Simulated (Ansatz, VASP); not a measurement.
**Two plane-wave programs on KC2S2N2**

```xyz
7
Lattice="0.0000 4.1506 0.0000 5.8953 -2.0753 0.0000 1.7751 0.0000 -6.6072" Properties=species:S:1:pos:R:3 pbc="T T T"
K     0.0000    0.0000    0.0000
C     4.4302    2.0753   -5.1404
C     3.2402    0.0000   -1.4668
N     5.7019    2.0753   -5.4405
N     1.9685    0.0000   -1.1667
S     2.6020    2.0753   -4.8444
S     5.0684    0.0000   -1.7628
```

Alike in both runs: task single point; functional PBEsol; k mesh 5 × 5 × 3; no spin polarisation.

```csv
,VASP,Ansatz
version,VASP 6.6.1,Ansatz 0.2.0
potentials or method,"VASP PAW PBE potentials, release 64 (K_sv, C, N, S), cutoff 520 eV",PAW plane waves
occupations,"fermi-dirac, width 0.1 eV",fermi-dirac
valence electrons in the cell,39,39
```

```csv
,VASP,Ansatz,Ansatz less VASP
gap on the k mesh at the Fermi level (eV),none,none,-
pressure (GPa),-7.5,-7.6,-0.16
"traceless stress, the component that is largest in VASP (GPa)",-22.77,-22.93,-0.159
rms of the force components (eV/Å),3.809,3.842,+0.0333
```

VASP's potentials were made for PBE, not for PBEsol. Atom by atom the forces differ by 0.065 eV/Å (rms over components). A gap of «none» marks a metal or a gap that the smearing closes.
